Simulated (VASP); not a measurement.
# NaHF2 (R-3m) in VASP: notebook, part 5 of 5

VASP 6.6.1.

## (6) Electric field gradients, LDA (12.72 Å³/atom)

This run uses another cell than the first one, of 12.72 Å³/atom.

The input, INCAR:

```
PREC = Accurate
ENCUT = 520
EDIFF = 1E-8
ISMEAR = -1
SIGMA = 0.02
LREAL = False
LASPH = True
NELM = 80
ALGO = Normal
ISIF = 2
LWAVE = False
LCHARG = False
GGA = CA
LEFG = True
NBANDS = 19
```

The input, KPOINTS:

```
regular mesh
0
Gamma
  10 10 10
```

The input, POSCAR:

```
NaHF2
1.0
    1.7623449062      1.0174903060      4.7298520461
   -1.7623449062      1.0174903060      4.7298520461
    0.0000000000     -2.0349806121      4.7298520461
Na H F
1 1 2
Direct
    0.0000000000      0.0000000000      0.0000000000
    0.5000000000      0.5000000000      0.5000000000
    0.4100000000      0.4100000000      0.4100000000
    0.5900000000      0.5900000000      0.5900000000
```

Potentials or basis: VASP PAW LDA potentials, release 64 (Na_pv, H, F).

Command:

```bash
$ cat potpaw_LDA.64/Na_pv/POTCAR potpaw_LDA.64/H/POTCAR potpaw_LDA.64/F/POTCAR > POTCAR
$ mpirun -np 1 vasp_std > vasp.out
```

OUTCAR:

```text
PREC = Accurate
   ENCUT = 520
   EDIFF = 1E-8
   ISMEAR = -1
   LREAL = False
   LASPH = True
   NELM = 80
   ISIF = 2
   GGA = CA

 ion  position               nearest neighbor table
   1  0.000  0.000  0.000-   4 2.31   4 2.31   3 2.31   3 2.31   4 2.31   3 2.31
   2  0.500  0.500  0.500-   3 1.28   4 1.28
   3  0.410  0.410  0.410-   2 1.28   1 2.31   1 2.31   1 2.31
   4  0.590  0.590  0.590-   2 1.28   1 2.31   1 2.31   1 2.31

  LATTYP: Found a trigonal (rhomboedric) cell.
 ALAT       =     5.1490432577
 COS(alpha) =     0.7657073146

  Lattice vectors:

 A1 = (   1.7623449062,   1.0174903060,   4.7298520461)
 A2 = (  -1.7623449062,   1.0174903060,   4.7298520461)
 A3 = (   0.0000000000,  -2.0349806121,   4.7298520461)

Analysis of symmetry for initial positions (statically):
=====================================================================
 Subroutine PRICEL returns:
 Original cell was already a primitive cell.

 Routine SETGRP: Setting up the symmetry group for a
 trigonal (rhombohedral) supercell.

 Subroutine GETGRP returns: Found 12 space group operations
 (whereof 12 operations were pure point group operations)
 out of a pool of 12 trial point group operations.

The static configuration has the point symmetry D_3d.

Analysis of symmetry for dynamics (positions and initial velocities):
=====================================================================
 Subroutine PRICEL returns:
 Original cell was already a primitive cell.

 Routine SETGRP: Setting up the symmetry group for a
 trigonal (rhombohedral) supercell.

 Subroutine GETGRP returns: Found 12 space group operations
 (whereof 12 operations were pure point group operations)
 out of a pool of 12 trial point group operations.

The dynamic configuration has the point symmetry D_3d.

 Subroutine INISYM returns: Found 12 space group operations
 (whereof 12 operations are pure point group operations),
 and found     1 'primitive' translations

----------------------------------------------------------------------------------------

                                     Primitive cell

  volume of cell :      50.8885

  direct lattice vectors                    reciprocal lattice vectors
     1.762344906  1.017490306  4.729852046     0.283712909  0.163801724  0.070474368
    -1.762344906  1.017490306  4.729852046    -0.283712909  0.163801724  0.070474368
     0.000000000 -2.034980612  4.729852046     0.000000000 -0.327603449  0.070474368

  length of vectors
     5.149043258  5.149043258  5.149043258     0.335097980  0.335097980  0.335097980

  position of ions in fractional coordinates (direct lattice)
     0.000000000  0.000000000  0.000000000
     0.500000000  0.500000000  0.500000000
     0.410000000  0.410000000  0.410000000
     0.590000000  0.590000000  0.590000000

  ion indices of the primitive-cell ions
   primitive index   ion index
                 1           1
                 2           2
                 3           3
                 4           4
[... 80 lines left out ...]
   POTIM  = 0.5000    time-step for ionic-motion
   TEBEG  =    0.0;   TEEND  =   0.0 temperature during run
   PSTRESS=    0.0 pullay stress
   NELECT =      22.0000    total number of electrons
   NUPDOWN=      -1.0000    fix difference up-down
   EMIN   =  10.00;   EMAX   =-10.00  energy-range for DOS
   EFERMI =   0.00;   METHOD = LEGACY
   ISMEAR =    -1;   SIGMA  =   0.02  broadening in eV -4-tet -1-fermi 0-gaus
   EFERMI_NEDOS =   21; number of points for ismear=-14 and -15
   IALGO  =     38    algorithm
   IMIX   =      4    mixing-type and parameters
     AMIX     =   0.40;   BMIX     =  1.00
     AMIX_MAG =   1.60;   BMIX_MAG =  1.00
  volume/ion in A,a.u.               =      12.72        85.85
  Fermi-wavevector in a.u.,A,eV,Ry     =   1.237872  2.339239 20.848574  1.532327
  Thomas-Fermi vector in A             =   2.372421
   LORBIT       =      0    0 simple, 1 ext, 2 COOP (PROOUT), +10 PAW based schemes
   GGA     = CA    functional components
   LHFCALC =     F    Hartree Fock is set to
   AEXX    =    0.0000 exact exchange contribution
   IVDW    =     0    specifies the selected vdW correction
   LEPSILON=     F    determine dielectric tensor
   LRPA    =     F    only Hartree local field effects (RPA)
 non-spin polarized calculation
  energy-cutoff  :      520.00
  volume of cell :       50.89
 maximum number of plane-waves:      1403
 NGX is ok and might be reduce to    40
   NGX = 19   NGY = 19   NGZ = 19

 number of electron      21.9999994 magnetization

 Free energy of the ion-electron system (eV)
  ---------------------------------------------------
  ext. energy  EPLUGINS =         0.00000000
  ---------------------------------------------------
  free energy    TOTEN  =       -18.35934538 eV

  energy without entropy =      -18.35934538  energy(sigma->0) =      -18.35934538

 E-fermi :  -3.9854     XC(G=0):  -8.5758

 val. band max:       -4.5148256590   @ k =   0.5000   0.5000   0.5000
 cond. band min:       1.6012984277   @ k =   0.0000   0.0000   0.0000
 fundamental gap:      6.1161240867
 Fermi energy:        -3.9853981928

 k-point     1 :       0.0000    0.0000    0.0000
  band No.  band energies     occupation
      1     -23.9910      2.00000
      2     -23.5008      2.00000
      3     -22.7028      2.00000
      4     -22.7028      2.00000
      5     -22.4378      2.00000
      6      -8.6924      2.00000
[... 505 lines left out ...]
      6      -8.2774      2.00000
[... 11 lines left out ...]
     18      14.2407      0.00000
     19      14.6568      0.00000

 [... further k-points ...]
[... 5 lines left out ...]
  --------------------------------------------------------------------------------------
  -------------------------------------------------------------------------------------
  Total       -0.9539374     -0.9539374     -6.5071334      0.0000000      0.0000000      0.0000000
  in kB      -30.0338137    -30.0338137   -204.8709096      0.0000000      0.0000000      0.0000000
  external PRESSURE =     -88.3128456 kB  Pullay stress =       0.0000000 kB

 VOLUME and BASIS-vectors are now :
 -----------------------------------------------------------------------------
  energy-cutoff  :      520.00
  volume of cell :       50.89
      direct lattice vectors                 reciprocal lattice vectors
     1.762344906  1.017490306  4.729852046     0.283712909  0.163801724  0.070474368
    -1.762344906  1.017490306  4.729852046    -0.283712909  0.163801724  0.070474368
     0.000000000 -2.034980612  4.729852046     0.000000000 -0.327603449  0.070474368

 POSITION                                       TOTAL-FORCE (eV/Angst)
 -----------------------------------------------------------------------------------
      0.00000      0.00000      0.00000        -0.000000     -0.000000      0.000000
      0.00000     -0.00000      7.09478         0.000000     -0.000000     -0.000000
      0.00000     -0.00000      5.81772        -0.000000     -0.000000      2.258661
      0.00000     -0.00000      8.37184        -0.000000      0.000000     -2.258661
 -----------------------------------------------------------------------------------
    total drift:                                0.000000      0.000000     -0.000000

  FREE ENERGIE OF THE ION-ELECTRON SYSTEM (eV)
  ---------------------------------------------------
  free  energy   TOTEN  =       -18.3593453788 eV

  energy  without entropy=      -18.3593453788  energy(sigma->0) =      -18.35934538

 Electric field gradients (V/A^2)
---------------------------------------------------------------------
 ion       V_xx      V_yy      V_zz      V_xy      V_xz      V_yz
---------------------------------------------------------------------
   1      -3.744    -3.744     7.489     0.000     0.000     0.000
   2       1.101     1.101    -2.203    -0.000     0.000    -0.000
   3     -61.031   -61.031   122.062    -0.000     0.000     0.000
   4     -61.031   -61.031   122.062     0.000    -0.000     0.000
---------------------------------------------------------------------

 Electric field gradients after diagonalization (V/A^2)
 (convention: |V_zz| > |V_xx| > |V_yy|)
----------------------------------------------------------------------
 ion       V_xx      V_yy      V_zz     asymmetry (V_yy - V_xx)/ V_zz
----------------------------------------------------------------------
   1      -3.744    -3.744     7.489       0.000
   2       1.101     1.101    -2.203       0.000
   3     -61.031   -61.031   122.062       0.000
   4     -61.031   -61.031   122.062       0.000
----------------------------------------------------------------------

           NMR quadrupolar parameters

 Cq : quadrupolar parameter    Cq=e*Q*V_zz/h
 eta: asymmetry parameters     (V_yy - V_xx)/ V_zz
 Q  : nuclear electric quadrupole moment in mb (millibarn)
----------------------------------------------------------------------
 ion       Cq(MHz)       eta       Q (mb)
----------------------------------------------------------------------
   1       0.018       0.000       1.000
   2      -0.005       0.000       1.000
   3       0.295       0.000       1.000
   4       0.295       0.000       1.000
----------------------------------------------------------------------
```

Run time: 3.7 min. Hardware: 1 thread of Intel Xeon Platinum 8488C (Sapphire Rapids), shared host; peak memory 0.25 GiB.

Results:

```
Free energy                             : -18.3593 eV
Pressure                                : -8.8 GPa
Largest force                           : 2.259 eV/Å
Band gap on the k mesh                  : 6.12 eV (least direct gap 6.40 eV)
Largest electric field gradient by atom : Na +7.5; H -2.2; F +122.1 V/Å²
```

Forces on the atoms (eV/Å):
```
Na   0.000  0.000  0.000
H    0.000  0.000  0.000
F    0.000  0.000  2.259
F    0.000  0.000 -2.259
```

Stress tensor (GPa, compression positive):
```
 -3.00   0.00   0.00
  0.00  -3.00   0.00
  0.00   0.00 -20.49
```

Levels at points of the mesh, in eV from the valence-band top:
```
           k point  band 9  band 10  band 11  band 12  band 13  band 14
(0.00, 0.00, 0.00)   -0.29    -0.28    -0.28     6.12    12.49    13.42
(0.50, 0.00, 0.00)   -0.45    -0.42    -0.39     9.67    10.91    14.34
(0.50, 0.50, 0.00)   -0.68    -0.56    -0.11    10.50    11.04    13.14
(0.50, 0.50, 0.50)   -0.56     0.00     0.00     7.85     9.41    13.12
```

Electric field gradients, principal values (V/Å²):
```csv
atom,least,middle,greatest (by size)
1 Na,-3.744,-3.744,7.489
2 H,1.101,1.101,-2.203
3 F,-61.031,-61.031,122.062
4 F,-61.031,-61.031,122.062
```

Caveat: the stress differs along the axes, from -20 to -3 GPa; without QUAD_EFG the Cq values of the log hold for a quadrupole moment of 1 mb, not for the nuclei; forces of over 1 eV/Å act on the atoms, so gaps and moduli don't describe the material at rest. A k mesh can miss the band edges.

## (7) The runs side by side

```tsv
cell	gap on the mesh (eV)	pressure (GPa)	largest force (eV/Å)
a = 5.007 Å, angles 40.4°, 4 atoms	6.38	-6.4	1.99
a = 5.083 Å, angles 40.0°, 4 atoms	6.25	-7.7	2.17
a = 5.149 Å, angles 40.0°, 4 atoms	6.12	-8.8	2.26
```

Alike in all rows: task electric field gradients; level LDA; potentials or basis VASP PAW LDA potentials, release 64 (Na_pv, H, F); no spin polarisation; k mesh 10 × 10 × 10; cutoff (eV) 520; smearing fermi-dirac 0.02 eV.

Caveats: forces of over 1 eV/Å act on the atoms, so gaps and moduli don't describe the material at rest; the stress differs along the axes, from -16 to -1 GPa (at least some runs); the stress differs along the axes, from -19 to -2 GPa (at least some runs); the stress differs along the axes, from -20 to -3 GPa (at least some runs).

Absolute energies hang on the potentials; compare differences alone.
